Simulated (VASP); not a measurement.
# Si (P6_3/mmc) in VASP: further runs, part 2 of 2

VASP 6.6.1.

## Step 3: Single point, PBEsol (volume scaled by 0.94)

The input, INCAR:

```
SYSTEM = Si
PREC     = Accurate       ! precision mode
ENCUT    = 520            ! plane-wave cutoff, eV
EDIFF    = 1E-7           ! SCF threshold, eV
ISMEAR   = -1             ! smearing method
SIGMA    = 0.05           ! smearing width, eV
LREAL    = .False.        ! projectors in reciprocal space
LASPH    = .True.         ! aspherical terms in the spheres
NELM     = 60             ! most SCF steps
ALGO     = Normal         ! electronic algorithm
ISIF     = 2              ! what is computed and relaxed
LWAVE    = .False.        ! write WAVECAR
LCHARG   = .True.         ! write CHGCAR
GGA      = PS             ! functional
LELF     = .True.         ! ELF
LVHAR    = .True.       
NBANDS   = 16             ! bands
```

The input, KPOINTS:

```
regular mesh
0
Gamma
  8 8 4
  0 0 0
```

The input, POSCAR:

```
Si
1.0
    3.7531053624      0.0000000000      0.0000000000
   -1.8765526812      3.2502845869      0.0000000000
    0.0000000000      0.0000000000      6.2033485431
Si
4
Direct
    0.6666666667      0.3333333333      0.9369905000
    0.3333333333      0.6666666667      0.4369905000
    0.6666666667      0.3333333333      0.5630095000
    0.3333333333      0.6666666667      0.0630095000
```

Potentials or basis: VASP PAW PBE potentials, release 64 (Si).

The run is started by

```
$ cat potpaw_PBE.64/Si/POTCAR > POTCAR
$ mpirun -np 1 vasp_std > vasp.out
```

Run time: 34 s. Hardware: 1 thread of Intel Xeon Platinum 8488C (Sapphire Rapids), shared host; peak memory 0.18 GiB.

It converged, with:

```
Free energy            : -22.8616 eV
Pressure               : 6.2 GPa
Largest force          : 0.019 eV/Å
Band gap on the k mesh : 0.15 eV, indirect (least direct gap 1.11 eV)
```

Forces on the atoms (eV/Å):
```
Si   0.000  0.000 -0.019
Si   0.000  0.000 -0.019
Si   0.000  0.000  0.019
Si   0.000  0.000  0.019
```

Levels at points of the mesh, in eV from the valence-band top:
| k point | band 6 | band 7 | band 8 | band 9 | band 10 | band 11 |
| --- | --- | --- | --- | --- | --- | --- |
| (0.00, 0.00, 0.00) | -0.40 | 0.00 | 0.00 | 1.11 | 1.90 | 1.90 |
| (0.50, 0.00, 0.00) | -3.29 | -3.27 | -1.53 | 0.15 | 2.34 | 2.81 |
| (0.00, 0.00, 0.50) | -1.00 | -1.00 | -1.00 | 1.90 | 1.90 | 2.90 |
| (0.50, 0.00, 0.50) | -2.61 | -2.60 | -2.60 | 0.80 | 0.80 | 1.44 |

Caveat: the PAW data sets were made with another functional, which shifts forces and pressure a little. A k mesh can miss the band edges.

## Step 4: Single point, LDA (volume scaled by 0.96)

The input, INCAR:

```
SYSTEM = Si
PREC = Accurate
ENCUT = 520
EDIFF = 1E-6
ISMEAR = -1
SIGMA = 0.05
LREAL = .FALSE.
LASPH = .TRUE.
NELM = 80
ALGO = Normal
ISIF = 2
LWAVE = .FALSE.
LCHARG = .TRUE.
LELF = .TRUE.
LVHAR = .TRUE.
NBANDS = 16
```

The input, KPOINTS:

```
regular mesh
0
G
  8 8 4
  0 0 0
```

The input, POSCAR:

```
Si
1.0
    3.7795365527      0.0000000000      0.0000000000
   -1.8897682764      3.2731746692      0.0000000000
    0.0000000000      0.0000000000      6.2470355356
Si
4
Direct
    0.6666666667      0.3333333333      0.9369905000
    0.3333333333      0.6666666667      0.4369905000
    0.6666666667      0.3333333333      0.5630095000
    0.3333333333      0.6666666667      0.0630095000
```

Potentials or basis: VASP PAW LDA potentials, release 64 (Si).

The run is started by

```
$ cat potpaw_LDA.64/Si/POTCAR > POTCAR
$ mpirun -np 1 vasp_std > vasp.out
```

Wall time 32 s (1 thread of Intel Xeon Platinum 8488C (Sapphire Rapids), shared host); peak memory 0.15 GiB.

It converged, with:

```yaml
Free_energy: -23.7880 eV
Pressure: 1.9 GPa
Band_gap_on_the_k_mesh: 0.23 eV, indirect (least direct gap 1.04 eV)
```

Forces on the atoms (eV/Å):
```
Si   0.000  0.000 -0.002
Si   0.000  0.000 -0.002
Si   0.000  0.000  0.002
Si   0.000  0.000  0.002
```

Stress tensor (GPa, compression positive):
```
1.90 0.00 0.00
0.00 1.90 0.00
0.00 0.00 1.99
```

Levels at points of the mesh, in eV from the valence-band top:
```csv
k point,band 5,band 6,band 7,band 8,band 9,band 10,band 11,band 12
"(0.00, 0.00, 0.00)",-1.58,-0.38,0.00,0.00,1.04,1.93,1.93,2.34
"(0.50, 0.00, 0.00)",-4.88,-3.18,-3.17,-1.49,0.22,2.31,2.85,3.03
"(0.00, 0.00, 0.50)",-0.97,-0.97,-0.97,-0.97,1.82,1.82,2.93,2.93
"(0.50, 0.00, 0.50)",-2.54,-2.54,-2.52,-2.52,0.80,0.80,1.51,1.51
```

 A k mesh can miss the band edges.

## Step 5: Single point, LDA (volume scaled by 0.98)

The input, INCAR:

```
PREC = Accurate
ENCUT = 520
EDIFF = 1E-6
ISMEAR = -1
SIGMA = 0.05
LREAL = False
LASPH = True
NELM = 60
ALGO = Normal
ISIF = 2
LWAVE = False
LCHARG = True
LELF = True
LVHAR = True
NBANDS = 16
```

The input, KPOINTS:

```
regular mesh
0
Gamma
  8 8 4
```

The input, POSCAR:

```
Si
1.0
    3.8056031457      0.0000000000      0.0000000000
   -1.9028015729      3.2957490010      0.0000000000
    0.0000000000      0.0000000000      6.2901199008
Si
4
Direct
    0.6666666667      0.3333333333      0.9369905000
    0.3333333333      0.6666666667      0.4369905000
    0.6666666667      0.3333333333      0.5630095000
    0.3333333333      0.6666666667      0.0630095000
```

The run is started by

```
$ cat potpaw_LDA.64/Si/POTCAR > POTCAR
$ mpirun -np 1 vasp_std > vasp.out
```

Wall time 34 s (1 thread of Intel Xeon Platinum 8488C (Sapphire Rapids), shared host); peak memory 0.16 GiB.

The run converged. Its results:

| Quantity | Value |
| --- | --- |
| Free energy | -23.7969 eV |
| Pressure | -0.1 GPa |
| Largest force | 0.007 eV/Å |
| Band gap on the k mesh | 0.27 eV, indirect (least direct gap 0.98 eV) |

Forces in eV/Å, atoms in the order of the input:
```
Si   0.000  0.000  0.007
Si   0.000  0.000  0.007
Si   0.000  0.000 -0.007
Si   0.000  0.000 -0.007
```

Levels at points of the mesh, in eV from the valence-band top:
| k point | band 5 | band 6 | band 7 | band 8 | band 9 | band 10 | band 11 | band 12 |
| --- | --- | --- | --- | --- | --- | --- | --- | --- |
| (0.00, 0.00, 0.00) | -1.55 | -0.36 | 0.00 | 0.00 | 0.98 | 1.95 | 1.95 | 2.31 |
| (0.50, 0.00, 0.00) | -4.78 | -3.11 | -3.09 | -1.46 | 0.27 | 2.29 | 2.87 | 3.05 |
| (0.00, 0.00, 0.50) | -0.94 | -0.94 | -0.94 | -0.94 | 1.77 | 1.77 | 2.93 | 2.93 |
| (0.50, 0.00, 0.50) | -2.50 | -2.50 | -2.47 | -2.47 | 0.81 | 0.81 | 1.56 | 1.56 |

 A k mesh can miss the band edges.

## Step 6: Single point, PBEsol (volume scaled by 1.04)

The input, INCAR:

```
SYSTEM = Si
ALGO     = Normal         ! electronic algorithm
EDIFF    = 1E-7           ! SCF threshold, eV
ENCUT    = 520            ! plane-wave cutoff, eV
GGA      = PS             ! functional
ISIF     = 2              ! what is computed and relaxed
ISMEAR   = -1             ! smearing method
LASPH    = .TRUE.         ! aspherical terms in the spheres
LCHARG   = .TRUE.         ! write CHGCAR
LELF     = .TRUE.         ! ELF
LREAL    = .FALSE.        ! projectors in reciprocal space
LVHAR    = .TRUE.       
LWAVE    = .FALSE.        ! write WAVECAR
NBANDS   = 16             ! bands
NELM     = 60             ! most SCF steps
PREC     = Accurate       ! precision mode
SIGMA    = 0.05           ! smearing width, eV
```

The input, KPOINTS:

```
k-points
0
G
  8 8 4
  0 0 0
```

The input, POSCAR:

```
Si
1.0
    3.8817353141      0.0000000000      0.0000000000
   -1.9408676571      3.3616813928      0.0000000000
    0.0000000000      0.0000000000      6.4159555303
Si
4
Direct
    0.6666666667      0.3333333333      0.9369905000
    0.3333333333      0.6666666667      0.4369905000
    0.6666666667      0.3333333333      0.5630095000
    0.3333333333      0.6666666667      0.0630095000
```

Potentials or basis: VASP PAW PBE potentials, release 64 (Si).

The run is started by

```
$ cat potpaw_PBE.64/Si/POTCAR > POTCAR
$ mpirun -np 1 vasp_std > vasp.out
```

It took 48 s on 1 thread of Intel Xeon Platinum 8488C (Sapphire Rapids), shared host; peak memory 0.19 GiB.

The run converged. Its results:

* Free energy: -22.9039 eV
* Pressure: -3.7 GPa
* Largest force: 0.024 eV/Å
* Band gap on the k mesh: 0.38 eV, indirect (least direct gap 0.85 eV)

Forces in eV/Å, atoms in the order of the input:
```
Si   0.000  0.000  0.024
Si   0.000  0.000  0.024
Si   0.000  0.000 -0.024
Si   0.000  0.000 -0.024
```

Levels at points of the mesh, in eV from the valence-band top:
| k point | band 4 | band 5 | band 6 | band 7 | band 8 | band 9 | band 10 | band 11 | band 12 | band 13 |
| --- | --- | --- | --- | --- | --- | --- | --- | --- | --- | --- |
| (0.00, 0.00, 0.00) | -1.47 | -1.47 | -0.33 | 0.00 | 0.00 | 0.85 | 1.97 | 1.97 | 2.20 | 3.09 |
| (0.50, 0.00, 0.00) | -5.89 | -4.53 | -2.96 | -2.90 | -1.40 | 0.38 | 2.21 | 2.93 | 3.08 | 4.24 |
| (0.00, 0.00, 0.50) | -4.17 | -0.90 | -0.90 | -0.90 | -0.90 | 1.62 | 1.62 | 2.93 | 2.93 | 2.93 |
| (0.50, 0.00, 0.50) | -7.13 | -2.39 | -2.39 | -2.34 | -2.34 | 0.81 | 0.81 | 1.64 | 1.64 | 5.51 |

Caveat: the PAW data sets were made with another functional, which shifts forces and pressure a little.

## Step 7: The runs side by side

| level | potentials or basis | cell | gap on the mesh (eV) | pressure (GPa) | largest force (eV/Å) |
| --- | --- | --- | --- | --- | --- |
| LDA | VASP PAW LDA potentials, release 64 (Si) | a = 3.753, b = 3.753, c = 6.203 Å, angles 90.0, 90.0, 120.0°, 4 atoms | 0.18 | 4.2 | 0.01 |
| PBEsol | VASP PAW PBE potentials, release 64 (Si) | a = 3.753, b = 3.753, c = 6.203 Å, angles 90.0, 90.0, 120.0°, 4 atoms | 0.15 | 6.2 | 0.02 |
| LDA | VASP PAW LDA potentials, release 64 (Si) | a = 3.780, b = 3.780, c = 6.247 Å, angles 90.0, 90.0, 120.0°, 4 atoms | 0.23 | 1.9 | - |
| LDA | VASP PAW LDA potentials, release 64 (Si) | a = 3.806, b = 3.806, c = 6.290 Å, angles 90.0, 90.0, 120.0°, 4 atoms | 0.27 | -0.1 | 0.01 |
| PBEsol | VASP PAW PBE potentials, release 64 (Si) | a = 3.882, b = 3.882, c = 6.416 Å, angles 90.0, 90.0, 120.0°, 4 atoms | 0.38 | -3.7 | 0.02 |

Alike in all rows: task single point; no spin polarisation; k mesh 8 × 8 × 4; cutoff (eV) 520; smearing fermi-dirac 0.05 eV.

Caveats: the PAW data sets were made with another functional, which shifts forces and pressure a little (some runs).

Total energies depend on the potentials used, so only differences within one code and one set of settings carry meaning.
